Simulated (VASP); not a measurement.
Runs of VASP 6.6.1 on Nb. The structure is that of space group Fm-3m (No. 225), or close to it. The cells are those of the table. 

```csv
cell,gap on the mesh (eV),pressure (GPa)
"a = 3.050 Å, angles 60.0°, 1 atom",none,(b)
"a = 2.951 Å, angles 60.0°, 1 atom",none,5.7
"a = 3.011 Å, angles 60.0°, 1 atom",none,-4.2
"a = 2.930 Å, angles 60.0°, 1 atom",none,(a)
"a = 3.030 Å, angles 60.0°, 1 atom",none,-7.0
"a = 2.971 Å, angles 60.0°, 1 atom",none,2.0
"a = 2.991 Å, angles 60.0°, 1 atom",none,-1.2
```

Alike in all rows: task single point; level PBE; potentials or basis VASP PAW PBE potentials, release 64 (Nb_sv); no spin polarisation; k mesh 12 × 12 × 12; cutoff (eV) 520; smearing fermi-dirac 0.15 eV.

Task: Estimate the missing entries.

Result: (a) 9.6; (b) -9.5.

A k mesh can miss the band edges, and the runs leave out spin-orbit coupling on Nb.

A gap of «none» marks levels without a gap at the run's occupations.
